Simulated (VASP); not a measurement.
**AgI: single point with PBE**

The system is AgI.

```
CELL_PARAMETERS angstrom
4.58000 0.00000 0.00000
-2.29000 3.96640 0.00000
0.00000 0.00000 7.51000
ATOMIC_POSITIONS crystal
Ag 0.33333 0.66667 0.00000
Ag 0.66667 0.33333 0.50000
I 0.33333 0.66667 0.37500
I 0.66667 0.33333 0.87500
```

```yaml
Program: VASP 6.6.1
Task: single point
Functional: PBE
Potentials_or_basis: VASP PAW PBE potentials, release 64 (Ag, I)
Cutoff: 500 eV
k_mesh: 8 × 8 × 6
Occupations: gaussian, width 0.05 eV
Spin: no spin polarisation
Dipole_correction: no
Further_INCAR_settings: ALGO = Normal; EDIFF = 1e-06; NBANDS = 26
```

The pressure is 2.0 GPa and the largest force is 0.020 eV/Å. The band gap on the k mesh is 1.37 eV.

Forces on the atoms (eV/Å):
```
Ag   0.000  0.000  0.020
Ag   0.000  0.000  0.020
I    0.000  0.000 -0.020
I    0.000  0.000 -0.020
```

Stress tensor (GPa, compression positive):
```
2.01 0.00 0.00
0.00 2.01 0.00
0.00 0.00 1.86
```

Levels at points of the mesh, in eV from the valence-band top:
| k point | band 14 | band 15 | band 16 | band 17 | band 18 | band 19 | band 20 | band 21 | band 22 | band 23 |
| --- | --- | --- | --- | --- | --- | --- | --- | --- | --- | --- |
| (0.00, 0.00, 0.00) | -0.71 | -0.71 | -0.08 | 0.00 | 0.00 | 1.37 | 2.64 | 5.75 | 5.75 | 5.87 |
| (0.50, 0.00, 0.00) | -2.64 | -2.22 | -1.80 | -1.05 | -0.73 | 3.33 | 3.58 | 4.79 | 5.88 | 6.24 |
| (0.00, 0.00, 0.50) | -1.71 | -0.37 | -0.37 | -0.37 | -0.37 | 2.66 | 2.66 | 5.62 | 5.62 | 6.05 |
| (0.50, 0.00, 0.50) | -2.83 | -1.26 | -1.26 | -1.26 | -1.26 | 3.25 | 3.25 | 4.85 | 4.85 | 7.36 |

It took 64 s on 1 thread of Intel(R) Xeon(R) 6975P-C (Granite Rapids), with other jobs on the host, peak memory 0.3 GiB.

Caveat: spin-orbit coupling is left out, which moves the levels of the heavy elements. A k mesh can miss the band edges.
